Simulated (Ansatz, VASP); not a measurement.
## BN in VASP and in Ansatz

INCAR

```
ALGO     = Normal         # electronic algorithm
EDIFF    = 1E-6           # SCF threshold, eV
ENCUT    = 520            # plane-wave cutoff, eV
GGA      = PE             # functional
ISIF     = 2              # what is computed and relaxed
ISMEAR   = 0              # smearing method
LASPH    = T              # aspherical terms in the spheres
LCHARG   = T              # write CHGCAR
LELF     = T              # ELF
LREAL    = F              # projectors in reciprocal space
LVHAR    = T            
LWAVE    = F              # write WAVECAR
NBANDS   = 26             # bands
NELM     = 80             # most SCF steps
PREC     = Accurate       # precision mode
SIGMA    = 0.05           # smearing width, eV
```

File KPOINTS:

```
k-points
0
Gamma
  6 6 10
```

Contents of POSCAR:

```
BN
1.0
    4.3563000000      0.0000000000      0.0000000000
    0.0000000000      4.3563000000      0.0000000000
    0.0000000000      0.0000000000      2.2433000000
B N
4 4
Direct
    0.1742811368      0.8257188632      0.5000000000
    0.3257188632      0.3257188632      0.0000000000
    0.6742811368      0.6742811368      0.0000000000
    0.8257188632      0.1742811368      0.5000000000
    0.8126115048      0.8126115048      0.5000000000
    0.3126115048      0.6873884952      0.0000000000
    0.6873884952      0.3126115048      0.0000000000
    0.1873884952      0.1873884952      0.5000000000
```

Input for Ansatz:

```yaml
crystal:
  lattice:
    - [4.3563, 0.0, 0.0]
    - [0.0, 4.3563, 0.0]
    - [0.0, 0.0, 2.2433]
  atoms:
    - { symbol: B, position: [0.1742811368, 0.8257188632, 0.5] }
    - { symbol: B, position: [0.3257188632, 0.3257188632, 0.0] }
    - { symbol: B, position: [0.6742811368, 0.6742811368, 0.0] }
    - { symbol: B, position: [0.8257188632, 0.1742811368, 0.5] }
    - { symbol: "N", position: [0.8126115048, 0.8126115048, 0.5] }
    - { symbol: "N", position: [0.3126115048, 0.6873884952, 0.0] }
    - { symbol: "N", position: [0.6873884952, 0.3126115048, 0.0] }
    - { symbol: "N", position: [0.1873884952, 0.1873884952, 0.5] }
basis:
  ecutwfc: 520.0
kpoints:
  mp_grid: { grid: [6, 6, 10] }
hamiltonian:
  xc: pbe
  pseudopotentials: { kind: paw, azcp: { folder: soft_1 } }
scf:
  occupations: { method: gaussian, width: 0.05 }
output:
  forces: true
  stress: true
  eigenvalues: true
```

Alike in both runs: task single point; functional PBE; k mesh 6 × 6 × 10; occupations gaussian, width 0.05 eV; no spin polarisation.

|  | VASP | Ansatz |
| --- | --- | --- |
| version | VASP 6.6.1 | Ansatz 0.2.0 |
| potentials or method | VASP PAW PBE potentials, release 64 (B, N), cutoff 520 eV | scalar-relativistic, plane waves, PAW |
| valence electrons in the cell | 32 | 32 |

|  | VASP | Ansatz | Ansatz less VASP |
| --- | --- | --- | --- |
| gap on the k mesh at the Fermi level (eV) | 4.16 | 4.18 | +0.019 |
| least direct gap on the mesh (eV) | 5.97 | 5.98 | +0.017 |
| rms of the force components (eV/Å) | 0.903 | 0.891 | -0.0121 |

Atom by atom the forces differ by 0.013 eV/Å (rms over components). With one functional, cell and mesh, what is left measures potentials, basis and numerics.
